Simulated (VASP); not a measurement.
# Al (Im-3m) in VASP: single point with PBEsol

Aim: the single point of Al with PBEsol.

Program: VASP 6.6.1. These are calculated values, not measurements. Logs are shortened: lines on timing, memory, paths and dates and some standing lists are left out, and cuts for length are marked.

**1. The cell of the first run**

The structure is cubic, space group Im-3m (No. 229). The conventional cell has a = 3.182 Å, b = 3.182 Å, c = 3.182 Å, α = 90.00°, β = 90.00°, γ = 90.00°. Within 3.6 Å of Al (site symmetry m-3m) lie 14 Al at 2.76 to 3.18 Å.

**2. Single point, PBEsol**

The input, INCAR:

```
SYSTEM = Al
ALGO = Normal ; EDIFF = 1E-6
ENCUT = 520 ; GGA = PS
ISIF = 2 ; ISMEAR = -1
LASPH = .True. ; LCHARG = .False.
LREAL = .False. ; LWAVE = .False.
NBANDS = 8 ; NELM = 100
PREC = Accurate ; SIGMA = 0.1
```

The input, KPOINTS:

```
k-points
0
Gamma
  6 6 6
  0 0 0
```

The input, POSCAR:

```
Al
1.0
    2.7560720000      0.0000000000      0.0000000000
   -0.9186906379      2.5984496110      0.0000000000
   -0.9186906379     -1.2992247445      2.2503234088
Al
1
Direct
    0.0000000000      0.0000000000      0.0000000000
```

Potentials or basis: VASP PAW PBE potentials, release 64 (Al).

Run with:

```
$ cat potpaw_PBE.64/Al/POTCAR > POTCAR
$ mpirun -np 1 vasp_std > vasp.out
```

OUTCAR:

```text
SYSTEM = Al
   EDIFF = 1E-6
   ENCUT = 520
   GGA = PS
   ISIF = 2
   ISMEAR = -1
   LASPH = .True.
   LREAL = .False.
   NELM = 100
   PREC = Accurate

 ion  position               nearest neighbor table
   1  0.000  0.000  0.000-

  LATTYP: Found a body centered cubic cell.
 ALAT       =     3.1824378222

  Lattice vectors:

 A1 = (   2.7560720000,   0.0000000000,   0.0000000000)
 A2 = (  -0.9186906379,   2.5984496110,   0.0000000000)
 A3 = (  -0.9186906379,  -1.2992247445,   2.2503234088)

Analysis of symmetry for initial positions (statically):
=====================================================================
 Subroutine PRICEL returns:
 Original cell was already a primitive cell.

 Routine SETGRP: Setting up the symmetry group for a
 body centered cubic supercell.

 Subroutine GETGRP returns: Found 48 space group operations
 (whereof 48 operations were pure point group operations)
 out of a pool of 48 trial point group operations.

The static configuration has the point symmetry O_h .

Analysis of symmetry for dynamics (positions and initial velocities):
=====================================================================
 Subroutine PRICEL returns:
 Original cell was already a primitive cell.

 Routine SETGRP: Setting up the symmetry group for a
 body centered cubic supercell.

 Subroutine GETGRP returns: Found 48 space group operations
 (whereof 48 operations were pure point group operations)
 out of a pool of 48 trial point group operations.

The dynamic configuration has the point symmetry O_h .

 Subroutine INISYM returns: Found 48 space group operations
 (whereof 48 operations are pure point group operations),
 and found     1 'primitive' translations

----------------------------------------------------------------------------------------

                                     Primitive cell

  volume of cell :      16.1157

  direct lattice vectors                    reciprocal lattice vectors
     2.756072000  0.000000000  0.000000000     0.362835223  0.128281619  0.222190275
    -0.918690638  2.598449611  0.000000000     0.000000000  0.384844869  0.222190275
    -0.918690638 -1.299224745  2.250323409     0.000000000  0.000000000  0.444380570

  length of vectors
     2.756072000  2.756072000  2.756072000     0.444380570  0.444380570  0.444380570

  position of ions in fractional coordinates (direct lattice)
[... 67 lines left out ...]
   NELM   =    100;   NELMIN=  2; NELMDL= -5     # of ELM steps
   EDIFF  = 0.1E-05   stopping-criterion for ELM
   LREAL  =      F    real-space projection
   EDIFFG = 0.1E-04   stopping-criterion for IOM
   NSW    =      0    number of steps for IOM
   IBRION =     -1    ionic relax: 0-MD 1-quasi-New 2-CG
   NFREE  =      0    steps in history (QN), initial steepest desc. (CG)
   ISIF   =      2    stress and relaxation
   ISYM   =      2    0-nonsym 1-usesym 2-fastsym
   POTIM  = 0.5000    time-step for ionic-motion
   TEBEG  =    0.0;   TEEND  =   0.0 temperature during run
   PSTRESS=    0.0 pullay stress
   NELECT =       3.0000    total number of electrons
   NUPDOWN=      -1.0000    fix difference up-down
   EMIN   =  10.00;   EMAX   =-10.00  energy-range for DOS
   EFERMI =   0.00;   METHOD = LEGACY
   ISMEAR =    -1;   SIGMA  =   0.10  broadening in eV -4-tet -1-fermi 0-gaus
   EFERMI_NEDOS =   21; number of points for ismear=-14 and -15
   IALGO  =     38    algorithm
   IMIX   =      4    mixing-type and parameters
     AMIX     =   0.40;   BMIX     =  1.00
     AMIX_MAG =   1.60;   BMIX_MAG =  1.00
  volume/ion in A,a.u.               =      16.12       108.75
  Fermi-wavevector in a.u.,A,eV,Ry     =   0.934757  1.766434 11.888367  0.873770
  Thomas-Fermi vector in A             =   2.061594
   LORBIT       =      0    0 simple, 1 ext, 2 COOP (PROOUT), +10 PAW based schemes
   GGA     = PS    functional components
   LHFCALC =     F    Hartree Fock is set to
   AEXX    =    0.0000 exact exchange contribution
   IVDW    =     0    specifies the selected vdW correction
   LEPSILON=     F    determine dielectric tensor
   LRPA    =     F    only Hartree local field effects (RPA)
 non-spin polarized calculation
  energy-cutoff  :      520.00
  volume of cell :       16.12
 maximum number of plane-waves:       466
   NGX = 11   NGY = 11   NGZ = 11

 number of electron       3.0000000 magnetization

 Free energy of the ion-electron system (eV)
  ---------------------------------------------------
  ext. energy  EPLUGINS =         0.00000000
  ---------------------------------------------------
  free energy    TOTEN  =        -4.05019256 eV

  energy without entropy =       -4.04169361  energy(sigma->0) =       -4.04594309

 E-fermi :   8.1068     XC(G=0): -10.3462

 val. band max:        7.3654741565   @ k =   0.5000   0.5000   0.3333
 cond. band min:       8.3010633669   @ k =  -0.3333   0.5000   0.1667
 fundamental gap:      0.9355892103
 Fermi energy:         8.1067595767

 k-point     1 :       0.0000    0.0000    0.0000
  band No.  band energies     occupation
      1      -3.0910      2.00000
      2      21.5859      0.00000
      3      21.5859      0.00000
      4      21.5859      0.00000
      5      23.2305      0.00000
      6      23.2305      0.00000
      7      23.2305      0.00000
      8      24.6683      0.00000
[... 155 lines left out ...]
 k-point    16 :       0.5000    0.5000    0.5000
  band No.  band energies     occupation
      1      10.1077      0.00000
      2      10.1077      0.00000
      3      10.1077      0.00000
      4      11.1357      0.00000
      5      11.1357      0.00000
      6      14.0753      0.00000
      7      33.6925      0.00000
      8      33.6925      0.00000

------------------------ aborting loop because EDIFF is reached ----------------------------------------

  FORCE on cell =-STRESS in cart. coord.  units (eV):
  Direction    XX          YY          ZZ          XY          YZ          ZX
  --------------------------------------------------------------------------------------
  -------------------------------------------------------------------------------------
  Total        0.2787314      0.2787314      0.2787314      0.0000000      0.0000000      0.0000000
  in kB       27.7106451     27.7106453     27.7106462      0.0000003      0.0000008      0.0000005
  external PRESSURE =      27.7106455 kB  Pullay stress =       0.0000000 kB

 VOLUME and BASIS-vectors are now :
 -----------------------------------------------------------------------------
  energy-cutoff  :      520.00
  volume of cell :       16.12
      direct lattice vectors                 reciprocal lattice vectors
     2.756072000  0.000000000  0.000000000     0.362835223  0.128281619  0.222190275
    -0.918690638  2.598449611  0.000000000     0.000000000  0.384844869  0.222190275
    -0.918690638 -1.299224745  2.250323409     0.000000000  0.000000000  0.444380570

 POSITION                                       TOTAL-FORCE (eV/Angst)
 -----------------------------------------------------------------------------------
      0.00000      0.00000      0.00000         0.000000      0.000000      0.000000
 -----------------------------------------------------------------------------------
    total drift:                               -0.000000     -0.000000     -0.000000

  FREE ENERGIE OF THE ION-ELECTRON SYSTEM (eV)
  ---------------------------------------------------
  free  energy   TOTEN  =        -4.0501925571 eV

  energy  without entropy=       -4.0416936134  energy(sigma->0) =       -4.04594309
```

stdout:

```text
POSCAR found type information on POSCAR Al
 POSCAR found :  1 types and       1 ions
 scaLAPACK will be used
 -----------------------------------------------------------------------------
|                                                                             |
|                                                                             |
|     You enforced a specific xc type in the INCAR file but a different       |
|     I HOPE YOU KNOW WHAT YOU ARE DOING!                                     |
|                                                                             |
 -----------------------------------------------------------------------------

 LDA part: xc-table for (Slater+PW92), standard interpolation
 POSCAR, INCAR and KPOINTS ok, starting setup
 FFT: planning ... GRIDC
 FFT: planning ... GRID_SOFT
 FFT: planning ... GRID
 WAVECAR not read
 entering main loop
```

Wall time 3.7 s (1 thread of AMD EPYC 7R13 (Zen 3), shared host); peak memory 0.08 GiB.

What came out:

```
Free energy : -4.0502 eV
Pressure    : 2.8 GPa
```

Caveat: the k points lie up to 0.47 Å⁻¹ apart; the PAW data sets were made with another functional, which shifts forces and pressure a little.
